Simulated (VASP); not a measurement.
# CdSe in VASP: a series of runs

Runs on CdSe. Level: r2SCAN. Tasks: single point, relaxation of cell and atoms.

All numbers are computed with VASP 6.6.1; they aren't measurements. Logs are shortened: lines on timing, memory, paths and dates and some standing lists are left out, and cuts for length are marked.

### Step 1. The cell of the first run

The structure is cubic, space group F-43m (No. 216). The conventional cell has a = 6.134 Å, b = 6.134 Å, c = 6.134 Å, α = 90.00°, β = 90.00°, γ = 90.00°. Cd (site symmetry -43m) has 4 Se at 2.66 Å within 3.5 Å. Se (site symmetry -43m) has 4 Cd at 2.66 Å within 3.5 Å.

### Step 2. Single point, r2SCAN

POSCAR reads:

```
CdSe
1.0
    0.0000000000      3.0667802483      3.0667802483
    3.0667802483      0.0000000000      3.0667802483
    3.0667802483      3.0667802483      0.0000000000
Cd Se
1 1
Direct
    0.0000000000      0.0000000000      0.0000000000
    0.7500000000      0.7500000000      0.7500000000
```

INCAR.step1 reads:

```
PREC     = Accurate       # precision mode
ENCUT    = 520            # plane-wave cutoff, eV
ISMEAR   = -1             # smearing method
SIGMA    = 0.08           # smearing width, eV
LREAL    = F              # projectors in reciprocal space
LASPH    = T              # aspherical terms in the spheres
NELM     = 80             # most SCF steps
NBANDS   = 16             # bands
GGA      = PE             # functional
ALGO     = Normal         # electronic algorithm
EDIFF    = 1E-4           # SCF threshold, eV
LWAVE    = T              # write WAVECAR
LCHARG   = F              # write CHGCAR
```

INCAR.step2 reads:

```
PREC     = Accurate       # precision mode
ENCUT    = 520            # plane-wave cutoff, eV
EDIFF    = 1E-7           # SCF threshold, eV
ISMEAR   = -1             # smearing method
SIGMA    = 0.08           # smearing width, eV
LREAL    = F              # projectors in reciprocal space
LASPH    = T              # aspherical terms in the spheres
NELM     = 80             # most SCF steps
ALGO     = Normal         # electronic algorithm
ISIF     = 2              # what is computed and relaxed
LWAVE    = F              # write WAVECAR
LCHARG   = F              # write CHGCAR
METAGGA  = R2SCAN         # meta-GGA
LMIXTAU  = T            
NBANDS   = 16             # bands
ISTART   = 1
```

KPOINTS reads:

```
regular mesh
0
Gamma
  10 10 10
```

Potentials or basis: VASP PAW PBE potentials, release 64 (Cd, Se).

Launch:

```
> cat potpaw_PBE.64/Cd/POTCAR potpaw_PBE.64/Se/POTCAR > POTCAR
> cp INCAR.step1 INCAR
> mpirun -np 1 vasp_std > vasp.out
> cp INCAR.step2 INCAR
> mpirun -np 1 vasp_std > vasp.out
```

OUTCAR:

```text
PREC = Accurate
   ENCUT = 520
   EDIFF = 1E-7
   ISMEAR = -1
   LREAL = F
   LASPH = T
   NELM = 80
   ISIF = 2
   METAGGA = R2SCAN
   ISTART = 1

 ion  position               nearest neighbor table
   1  0.000  0.000  0.000-   2 2.66   2 2.66   2 2.66   2 2.66
   2  0.750  0.750  0.750-   1 2.66   1 2.66   1 2.66   1 2.66

  LATTYP: Found a face centered cubic cell.
 ALAT       =     6.1335604966

  Lattice vectors:

 A1 = (   0.0000000000,   3.0667802483,   3.0667802483)
 A2 = (   3.0667802483,   0.0000000000,   3.0667802483)
 A3 = (   3.0667802483,   3.0667802483,   0.0000000000)

Analysis of symmetry for initial positions (statically):
=====================================================================
 Subroutine PRICEL returns:
 Original cell was already a primitive cell.

 Routine SETGRP: Setting up the symmetry group for a
 face centered cubic supercell.

 Subroutine GETGRP returns: Found 24 space group operations
 (whereof 24 operations were pure point group operations)
 out of a pool of 48 trial point group operations.

The static configuration has the point symmetry T_d .

Analysis of symmetry for dynamics (positions and initial velocities):
=====================================================================
 Subroutine PRICEL returns:
 Original cell was already a primitive cell.

 Routine SETGRP: Setting up the symmetry group for a
 face centered cubic supercell.

 Subroutine GETGRP returns: Found 24 space group operations
 (whereof 24 operations were pure point group operations)
 out of a pool of 48 trial point group operations.

The dynamic configuration has the point symmetry T_d .

 Subroutine INISYM returns: Found 24 space group operations
 (whereof 24 operations are pure point group operations),
 and found     1 'primitive' translations

----------------------------------------------------------------------------------------

                                     Primitive cell

  volume of cell :      57.6870

  direct lattice vectors                    reciprocal lattice vectors
     0.000000000  3.066780248  3.066780248    -0.163037440  0.163037440  0.163037440
     3.066780248  0.000000000  3.066780248     0.163037440 -0.163037440  0.163037440
     3.066780248  3.066780248  0.000000000     0.163037440  0.163037440 -0.163037440

  length of vectors
     4.337082220  4.337082220  4.337082220     0.282389129  0.282389129  0.282389129

  position of ions in fractional coordinates (direct lattice)
     0.000000000  0.000000000  0.000000000
     0.750000000  0.750000000  0.750000000

  ion indices of the primitive-cell ions
   primitive index   ion index
                 1           1
                 2           2

----------------------------------------------------------------------------------------

 KPOINTS: regular mesh

Automatic generation of k-mesh.
 Grid dimensions read from file:
 generate k-points for:   10   10   10

 Generating k-lattice:

  Cartesian coordinates                     Fractional coordinates (reciprocal lattice)
    -0.016303744  0.016303744  0.016303744     0.100000000  0.000000000  0.000000000
     0.016303744 -0.016303744  0.016303744     0.000000000  0.100000000  0.000000000
     0.016303744  0.016303744 -0.016303744     0.000000000  0.000000000  0.100000000

  Length of vectors
     0.028238913  0.028238913  0.028238913

  Shift w.r.t. Gamma in fractional coordinates (k-lattice)
     0.000000000  0.000000000  0.000000000

 Subroutine IBZKPT returns following result:
 ===========================================

 Found     47 irreducible k-points:

 Following reciprocal coordinates:
            Coordinates               Weight
  0.000000  0.000000  0.000000      1.000000
  0.100000  0.000000  0.000000      8.000000
  0.200000  0.000000  0.000000      8.000000
  0.300000  0.000000  0.000000      8.000000
  0.400000  0.000000  0.000000      8.000000
  0.500000  0.000000  0.000000      4.000000
[... 16 lines left out ...]
  0.300000  0.300000  0.000000      6.000000
  0.400000  0.300000  0.000000     24.000000
 [... further k-points ...]
   k-points           NKPTS =     47   k-points in BZ     NKDIM =     47   number of bands    NBANDS=     16
   number of dos      NEDOS =    301   number of ions     NIONS =      2
   total plane-waves  NPLWV =  32768
   dimension x,y,z NGX =    32 NGY =   32 NGZ =   32
   dimension x,y,z NGXF=    64 NGYF=   64 NGZF=   64
   ions per type =               1   1
   NGX,Y,Z   is equivalent  to a cutoff of  12.27, 12.27, 12.27 a.u.
   NGXF,Y,Z  is equivalent  to a cutoff of  24.53, 24.53, 24.53 a.u.
 SYSTEM =  unknown system
   PREC   = accura    normal or accurate (medium, high low for compatibility)
   ISTART =      1    job   : 0-new  1-cont  2-samecut
   ICHARG =      0    charge: 1-file 2-atom 10-const
   ISPIN  =      1    spin polarized calculation?
   LNONCOLLINEAR =      F non collinear calculations
   LSORBIT =      F    spin-orbit coupling
   LASPH  =      T    aspherical Exc in radial PAW
   ENCUT  =  520.0 eV  38.22 Ry    6.18 a.u.   8.06  8.06  8.06*2*pi/ulx,y,z
   NELM   =     80;   NELMIN=  2; NELMDL=  0     # of ELM steps
   EDIFF  = 0.1E-06   stopping-criterion for ELM
   LREAL  =      F    real-space projection
   EDIFFG = 0.1E-05   stopping-criterion for IOM
   NSW    =      0    number of steps for IOM
   IBRION =     -1    ionic relax: 0-MD 1-quasi-New 2-CG
   NFREE  =      0    steps in history (QN), initial steepest desc. (CG)
   ISIF   =      2    stress and relaxation
   ISYM   =      2    0-nonsym 1-usesym 2-fastsym
   POTIM  = 0.5000    time-step for ionic-motion
   TEBEG  =    0.0;   TEEND  =   0.0 temperature during run
   PSTRESS=    0.0 pullay stress
   NELECT =      18.0000    total number of electrons
   NUPDOWN=      -1.0000    fix difference up-down
   EMIN   =  10.00;   EMAX   =-10.00  energy-range for DOS
   EFERMI =   0.00;   METHOD = LEGACY
   ISMEAR =    -1;   SIGMA  =   0.08  broadening in eV -4-tet -1-fermi 0-gaus
   EFERMI_NEDOS =   21; number of points for ismear=-14 and -15
   IALGO  =     38    algorithm
   IMIX   =      4    mixing-type and parameters
     AMIX     =   0.40;   BMIX     =  1.00
     AMIX_MAG =   1.60;   BMIX_MAG =  1.00
  volume/ion in A,a.u.               =      28.84       194.65
  Fermi-wavevector in a.u.,A,eV,Ry     =   1.110384  2.098321 16.775325  1.232952
  Thomas-Fermi vector in A             =   2.246934
   LORBIT       =      0    0 simple, 1 ext, 2 COOP (PROOUT), +10 PAW based schemes
   METAGGA = R2SCAN    functional components
   LHFCALC =     F    Hartree Fock is set to
   AEXX    =    0.0000 exact exchange contribution
   IVDW    =     0    specifies the selected vdW correction
   LEPSILON=     F    determine dielectric tensor
   LRPA    =     F    only Hartree local field effects (RPA)
 non-spin polarized calculation
  energy-cutoff  :      520.00
  volume of cell :       57.69
 maximum number of plane-waves:      1588
   NGX = 17   NGY = 17   NGZ = 17

 number of electron      18.0000008 magnetization

 Free energy of the ion-electron system (eV)
  ---------------------------------------------------
  ext. energy  EPLUGINS =         0.00000000
  ---------------------------------------------------
  free energy    TOTEN  =       -35.91609811 eV

  energy without entropy =      -35.91608222  energy(sigma->0) =      -35.91609016

 E-fermi :   1.0678     XC(G=0):  -9.3079

 val. band max:        0.4453073936   @ k =   0.0000   0.0000   0.0000
 cond. band min:       1.4750516093   @ k =   0.0000   0.0000   0.0000
 fundamental gap:      1.0297442157
 Fermi energy:         1.0677856816

 k-point     1 :       0.0000    0.0000    0.0000
  band No.  band energies     occupation
      1     -12.4316      2.00000
      2      -7.6398      2.00000
      3      -7.6397      2.00000
      4      -7.6397      2.00000
      5      -7.2660      2.00000
      6      -7.2660      2.00000
[... 8 lines left out ...]
     15      12.0395      0.00000
     16      12.0395      0.00000

 k-point     2 :       0.1000    0.0000    0.0000
  band No.  band energies     occupation
      1     -12.3980      2.00000
      2      -7.6287      2.00000
      3      -7.6287      2.00000
      4      -7.6079      2.00000
      5      -7.2665      2.00000
      6      -7.2665      2.00000
[... 8 lines left out ...]
     15      11.4148      0.00000
     16      11.4148      0.00000

 k-point     3 :       0.2000    0.0000    0.0000
  band No.  band energies     occupation
      1     -12.3092      2.00000
      2      -7.6013      2.00000
      3      -7.6013      2.00000
      4      -7.5046      2.00000
      5      -7.2659      2.00000
      6      -7.2659      2.00000
[... 8 lines left out ...]
     15      10.9671      0.00000
     16      11.2486      0.00000

 k-point     4 :       0.3000    0.0000    0.0000
  band No.  band energies     occupation
      1     -12.1983      2.00000
      2      -7.5716      2.00000
      3      -7.5715      2.00000
      4      -7.3215      2.00000
      5      -7.2597      2.00000
      6      -7.2597      2.00000
[... 8 lines left out ...]
     15      11.2536      0.00000
     16      11.2536      0.00000

 k-point     5 :       0.4000    0.0000    0.0000
  band No.  band energies     occupation
      1     -12.1080      2.00000
      2      -7.5519      2.00000
      3      -7.5519      2.00000
      4      -7.2492      2.00000
      5      -7.2492      2.00000
      6      -7.0973      2.00000
[... 8 lines left out ...]
     15      12.2295      0.00000
     16      12.2295      0.00000

 k-point     6 :       0.5000    0.0000    0.0000
  band No.  band energies     occupation
      1     -12.0735      2.00000
      2      -7.5456      2.00000
      3      -7.5456      2.00000
      4      -7.2438      2.00000
      5      -7.2438      2.00000
      6      -6.9804      2.00000
[... 8 lines left out ...]
     15      13.1708      0.00000
     16      13.1708      0.00000
[... 267 lines left out ...]
 k-point    21 :      -0.3000    0.2000    0.0000
  band No.  band energies     occupation
      1     -12.0764      2.00000
      2      -7.5209      2.00000
      3      -7.5202      2.00000
      4      -7.2734      2.00000
      5      -7.2706      2.00000
      6      -7.0566      2.00000
[... 8 lines left out ...]
     15      12.2217      0.00000
     16      13.4516      0.00000

 k-point    22 :      -0.2000    0.2000    0.0000
  band No.  band energies     occupation
      1     -12.1609      2.00000
      2      -7.5554      2.00000
      3      -7.5387      2.00000
      4      -7.3218      2.00000
      5      -7.2788      2.00000
      6      -7.2079      2.00000
[... 8 lines left out ...]
     15      12.2763      0.00000
     16      13.3652      0.00000

 k-point    23 :       0.3000    0.3000    0.0000
  band No.  band energies     occupation
      1     -12.1229      2.00000
      2      -7.4808      2.00000
      3      -7.4807      2.00000
      4      -7.4342      2.00000
      5      -7.2293      2.00000
      6      -7.2195      2.00000
[... 8 lines left out ...]
     15      12.7950      0.00000
     16      14.7827      0.00000

 k-point    24 :       0.4000    0.3000    0.0000
  band No.  band energies     occupation
      1     -12.0526      2.00000
      2      -7.4707      2.00000
      3      -7.4489      2.00000
      4      -7.3918      2.00000
      5      -7.2235      2.00000
      6      -7.1005      2.00000
[... 8 lines left out ...]
     15      13.2196      0.00000
     16      14.6325      0.00000

 [... further k-points ...]
[... 5 lines left out ...]
  --------------------------------------------------------------------------------------
  -------------------------------------------------------------------------------------
  Total        0.0866083      0.0866083      0.0866083      0.0000000      0.0000000      0.0000000
  in kB        2.4054269      2.4054269      2.4054269      0.0000000      0.0000000      0.0000000
  external PRESSURE =       2.4054269 kB  Pullay stress =       0.0000000 kB

 VOLUME and BASIS-vectors are now :
 -----------------------------------------------------------------------------
  energy-cutoff  :      520.00
  volume of cell :       57.69
      direct lattice vectors                 reciprocal lattice vectors
     0.000000000  3.066780248  3.066780248    -0.163037440  0.163037440  0.163037440
     3.066780248  0.000000000  3.066780248     0.163037440 -0.163037440  0.163037440
     3.066780248  3.066780248  0.000000000     0.163037440  0.163037440 -0.163037440

 POSITION                                       TOTAL-FORCE (eV/Angst)
 -----------------------------------------------------------------------------------
      0.00000      0.00000      0.00000        -0.000000     -0.000000     -0.000000
      4.60017      4.60017      4.60017         0.000000      0.000000      0.000000
 -----------------------------------------------------------------------------------
    total drift:                                0.000003      0.000003      0.000003

  FREE ENERGIE OF THE ION-ELECTRON SYSTEM (eV)
  ---------------------------------------------------
  free  energy   TOTEN  =       -35.9160981067 eV

  energy  without entropy=      -35.9160822161  energy(sigma->0) =      -35.91609016
```

It took 73 s on 1 thread of AMD EPYC 9R45 (Zen 5), shared host; peak memory 0.18 GiB.

What came out:

| Item | Value |
| --- | --- |
| Free energy | -35.9161 eV |
| Pressure | 0.2 GPa |
| Band gap on the k mesh | 1.03 eV, direct |

Levels at points of the mesh, in eV from the valence-band top:
```
           k point  band 7  band 8  band 9  band 10  band 11  band 12
(0.00, 0.00, 0.00)    0.00    0.00    0.00     1.03     6.47     6.47
(0.50, 0.00, 0.00)   -4.28   -0.72   -0.72     2.83     6.92     6.92
(0.50, 0.50, 0.00)   -3.97   -1.80   -1.80     3.50     4.13     9.57
```

Caveat: the PAW data sets were made with another functional, which shifts forces and pressure a little. r2SCAN opens gaps a little over a GGA but as a rule still falls short of measured ones.

### Step 3. Relaxation of cell and atoms, r2SCAN

This run uses another cell than the first one, of 28.94 Å³/atom, 1.003 times its volume.

POSCAR reads:

```
CdSe
1.0
    0.0000000000      3.0702711986      3.0702711986
    3.0702711986      0.0000000000      3.0702711986
    3.0702711986      3.0702711986      0.0000000000
Cd Se
1 1
Direct
    0.0000000000      0.0000000000      0.0000000000
    0.7500000000      0.7500000000      0.7500000000
```

INCAR.step1 reads:

```
SYSTEM = CdSe
PREC = Accurate
ENCUT = 600
ISMEAR = -1
SIGMA = 0.08
LREAL = .False.
LASPH = .True.
NELM = 80
GGA = PE
ALGO = Normal
EDIFF = 1E-4
LWAVE = .True.
LCHARG = .False.
```

INCAR.step2 reads:

```
SYSTEM = CdSe
PREC = Accurate
ENCUT = 600
EDIFF = 1E-7
ISMEAR = -1
SIGMA = 0.08
LREAL = .False.
LASPH = .True.
NELM = 80
ALGO = Normal
ISIF = 3
LWAVE = .False.
LCHARG = .False.
METAGGA = R2SCAN
LMIXTAU = .True.
IBRION = 2
NSW = 100
EDIFFG = -0.002
ISTART = 1
```

KPOINTS reads:

```
Automatic mesh
0
Gamma
  10 10 10
  0 0 0
```

Potentials or basis: VASP PAW PBE potentials, release 64 (Cd, Se).

Launch:

```
> cat potpaw_PBE.64/Cd/POTCAR potpaw_PBE.64/Se/POTCAR > POTCAR
> cp INCAR.step1 INCAR
> mpirun -np 1 vasp_std > vasp.out
> cp INCAR.step2 INCAR
> mpirun -np 1 vasp_std > vasp.out
```

Run time: 2.5 min. Hardware: 1 thread of AMD EPYC 9R45 (Zen 5), shared host; peak memory 0.22 GiB.

The run converged. Its results:

```
Free energy                            : -35.9168 eV
Relaxed volume                         : 28.95 Å³/atom
Relaxed cell                           : a = 4.342 Å, b = 4.342 Å, c = 4.342 Å, α = 60.00°, β = 60.00°, γ = 60.00°
Space group after relaxing (to 0.05 Å) : F-43m (No. 216)
Energy gained by relaxing              : 0.0 meV/atom
Ionic steps                            : 2
Pressure after relaxing                : 0.0 GPa
Band gap on the k mesh                 : 1.02 eV, direct
```

Final structure:
```
CELL_PARAMETERS angstrom
0.00000 3.07060 3.07060
3.07060 0.00000 3.07060
3.07060 3.07060 0.00000
ATOMIC_POSITIONS crystal
Cd 0.00000 0.00000 0.00000
Se 0.75000 0.75000 0.75000
```

Levels at points of the mesh, in eV from the valence-band top:
| k point | band 6 | band 7 | band 8 | band 9 | band 10 | band 11 | band 12 | band 13 |
| --- | --- | --- | --- | --- | --- | --- | --- | --- |
| (0.00, 0.00, 0.00) | -7.70 | 0.00 | 0.00 | 0.00 | 1.02 | 6.47 | 6.47 | 6.47 |
| (0.50, 0.00, 0.00) | -7.42 | -4.25 | -0.72 | -0.72 | 2.82 | 6.92 | 6.92 | 7.73 |
| (0.50, 0.50, 0.00) | -7.36 | -3.95 | -1.79 | -1.79 | 3.51 | 4.13 | 9.55 | 10.78 |

Caveat: the PAW data sets were made with another functional, which shifts forces and pressure a little.

### Step 4. Single point, r2SCAN (equal xy, yz and zx engineering shears of -0.5 %)

POSCAR reads:

```
CdSe
1.0
   -0.0153339012      3.0591132976      3.0591132976
    3.0591132976     -0.0153339012      3.0591132976
    3.0591132976      3.0591132976     -0.0153339012
Cd Se
1 1
Direct
    0.0005386626      0.0005386626      0.0005386626
    0.7494613374      0.7494613374      0.7494613374
```

INCAR.step1 reads:

```
SYSTEM = CdSe
PREC = Accurate ; ENCUT = 550
ISMEAR = 0 ; SIGMA = 0.01
LREAL = .False. ; LASPH = .True.
NELM = 120 ; NBANDS = 16
GGA = PE ; ALGO = Normal
EDIFF = 1E-5 ; LWAVE = .True.
LCHARG = .False. ; GGA_COMPAT = .False.
```

INCAR.step2 reads:

```
SYSTEM = CdSe
PREC = Accurate ; ENCUT = 550
EDIFF = 1E-6 ; ISMEAR = 0
SIGMA = 0.01 ; LREAL = .False.
LASPH = .True. ; NELM = 120
ALGO = Normal ; ISIF = 2
LWAVE = .False. ; LCHARG = .True.
METAGGA = R2SCAN ; LMIXTAU = .True.
LELF = .True. ; LVHAR = .True.
NBANDS = 16 ; ISTART = 1
GGA_COMPAT = .False.
```

KPOINTS reads:

```
regular mesh
0
Gamma
  6 6 6
  0 0 0
```

Launch:

```
> cat potpaw_PBE.64/Cd/POTCAR potpaw_PBE.64/Se/POTCAR > POTCAR
> cp INCAR.step1 INCAR
> mpirun -np 1 vasp_std > vasp.out
> cp INCAR.step2 INCAR
> mpirun -np 1 vasp_std > vasp.out
```

It took 1.8 min on 1 thread of Intel Xeon 6975P-C, shared host; peak memory 0.23 GiB.

It converged, with:

| Property | Result |
| --- | --- |
| Free energy | -35.9127 eV |
| Pressure | 0.2 GPa |
| Band gap on the k mesh | 1.01 eV, direct |

Stress tensor (GPa, compression positive):
```
0.23 0.11 0.11
0.11 0.23 0.11
0.11 0.11 0.23
```

Levels at points of the mesh, in eV from the valence-band top:
```csv
k point,band 5,band 6,band 7,band 8,band 9,band 10,band 11,band 12,band 13,band 14
"(0.00, 0.00, 0.00)",-7.74,-7.74,-0.03,-0.03,0.00,1.01,6.42,6.42,6.51,10.19
"(0.50, 0.00, 0.00)",-7.71,-7.45,-4.31,-0.75,-0.72,2.82,6.91,6.91,7.72,10.48
"(0.50, 0.50, 0.00)",-7.68,-7.38,-3.99,-1.84,-1.80,3.47,4.11,9.54,10.78,10.79
"(0.50, 0.50, 0.50)",-7.71,-7.44,-4.28,-0.76,-0.76,2.76,6.86,6.86,7.74,10.47
```

Caveat: the cell differs from its parent crystal (equal xy, yz and zx engineering shears of -0.5 %); the PAW data sets were made with another functional, which shifts forces and pressure a little.

(Continued in part 2 of 2.)
